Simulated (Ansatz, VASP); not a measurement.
**BN in VASP and in Ansatz**

```
B N
1.0
     0.00000    1.80482    1.80482
     1.80482    0.00000    1.80482
     1.80482    1.80482    0.00000
B N
1 1
Direct
  0.00000 0.00000 0.00000
  0.25000 0.25000 0.25000
```

Alike in both runs: task single point; functional r2SCAN; k mesh 12 × 12 × 12; no spin polarisation.

|  | VASP | Ansatz |
| --- | --- | --- |
| version | VASP 6.6.1 | Ansatz 0.2.0 |
| potentials or method | VASP PAW PBE potentials, release 64 (B_h, N_h) | plane waves, PAW |
| plane-wave cutoff (eV) | 1460 | 500 |
| occupations | gaussian, width 0.01 eV | fixed |
| valence electrons in the cell | 8 | 8 |

Ansatz gave:

- gap on the k mesh at the Fermi level (eV): 5.00
- pressure (GPa): 0.0

**Question.** What did VASP give for the same quantities?

**Answer.** gap on the k mesh at the Fermi level (eV): 5.00; pressure (GPa): -0.4.

VASP's potentials were made for PBE, not for r2SCAN.
